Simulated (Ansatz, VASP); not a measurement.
**One calculation of Pt, two programs**

```
Pt
1.0
     0.00000    1.97058    1.97058
     1.97058    0.00000    1.97058
     1.97058    1.97058    0.00000
Pt
1
Direct
  0.00000 0.00000 0.00000
```

Alike in both runs: task single point; functional r2SCAN; k mesh 20 × 20 × 20; occupations fermi-dirac, width 0.1 eV; no spin polarisation.

|  | VASP | Ansatz |
| --- | --- | --- |
| version | VASP 6.6.1 | Ansatz 0.2.0 |
| potentials or method | VASP PAW PBE potentials, release 64 (Pt), cutoff 520 eV | plane waves (500 eV) with PAW, scalar-relativistic |
| valence electrons in the cell | 10 | 18 |

|  | VASP | Ansatz | Ansatz less VASP |
| --- | --- | --- | --- |
| pressure (GPa) | 0.8 | 0.1 | -0.70 |

VASP's potentials were made for PBE, not for r2SCAN. With one functional, cell and mesh, what is left measures potentials, basis and numerics. VASP's potentials hold 10 valence electrons a cell and Ansatz's 18, so a difference there can come from the potentials and not from the codes.

Neither program's run includes spin-orbit coupling.
